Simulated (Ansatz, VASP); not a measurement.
**Ti2Al6H: VASP beside Ansatz**

Contents of INCAR:

```
SYSTEM = Ti2Al6H
PREC = Accurate ; ENCUT = 520
EDIFF = 1E-6 ; ISMEAR = 0
SIGMA = 0.1 ; LREAL = .False.
LASPH = .True. ; NELM = 80
ALGO = Normal ; ISIF = 2
LWAVE = .False. ; LCHARG = .True.
LDIPOL = .True. ; IDIPOL = 3
DIPOL = 0.5 0.5 0.309 ; GGA = PE
IVDW = 12 ; LELF = .True.
LVHAR = .True. ; LVACPOTAV = .True.
NBANDS = 32
```

KPOINTS

```
regular mesh
0
Gamma
  6 6 1
  0 0 0
```

Contents of POSCAR:

```
Ti2Al6H
1.0
    5.0241861190      0.0000000000      0.0000000000
    2.1588814530      4.5367033218      0.0000000000
    0.0000000000      0.0000000000     21.2187109014
Al Ti H
6 2 1
Direct
    0.5000000000      0.0000000000      0.1885128658
    0.0000000000      0.5000000000      0.1885128658
    0.0000000000      0.0000000000      0.2517328341
    0.0000000000      0.5000000000      0.3193548961
    0.5000000000      0.0000000000      0.3193548961
    0.5000000000      0.5000000000      0.3826203646
    0.5000000000      0.5000000000      0.2517328341
    0.0000000000      0.0000000000      0.3797002555
    0.8333333333      0.8333333333      0.5004409057
```

Input for Ansatz:

```yaml
crystal:
  lattice:
    - [5.024186119, 0.0, 0.0]
    - [2.158881453, 4.5367033218, 0.0]
    - [0.0, 0.0, 21.2187109014]
  atoms:
    - { symbol: Al, position: [0.5, 0.0, 0.1885128658] }
    - { symbol: Al, position: [0.0, 0.5, 0.1885128658] }
    - { symbol: Ti, position: [0.5, 0.5, 0.2517328341] }
    - { symbol: Al, position: [0.0, 0.0, 0.2517328341] }
    - { symbol: Al, position: [0.0, 0.5, 0.3193548961] }
    - { symbol: Al, position: [0.5, 0.0, 0.3193548961] }
    - { symbol: Ti, position: [0.0, 0.0, 0.3797002555] }
    - { symbol: Al, position: [0.5, 0.5, 0.3826203646] }
    - { symbol: H, position: [0.8333333333, 0.8333333333, 0.5004409057] }
basis:
  ecutwfc: 420
kpoints:
  mp_grid: { grid: [6, 6, 1] }
hamiltonian:
  xc: pbe
  pseudopotentials: { kind: paw, azcp: { folder: soft_1 } }
  dispersion: d3bj
scf:
  occupations: { method: gaussian, width: 0.1 }
output:
  forces: true
  eigenvalues: true
efield:
  axis: 3
  dipole_correction: true
  ramp_width: 0.04
```

Alike in both runs: task single point; functional PBE; dispersion D3(BJ); k mesh 6 × 6 × 1; occupations gaussian, width 0.1 eV; no spin polarisation.

```csv
,VASP,Ansatz
version,VASP 6.6.1,Ansatz 0.2.0
potentials or method,"VASP PAW PBE potentials, release 64 (Al, Ti_sv, H), cutoff 520 eV","scalar-relativistic, plane waves, PAW"
valence electrons in the cell,43,43
```

|  | VASP | Ansatz | Ansatz less VASP |
| --- | --- | --- | --- |
| gap on the k mesh at the Fermi level (eV) | none | none | - |
| rms of the force components (eV/Å) | 0.423 | 0.423 | -0.0001 |
| work function, face that differs most (eV) | 4.19 | 4.19 | -0.003 |

A gap of «none» marks a metal or a gap that the smearing closes.
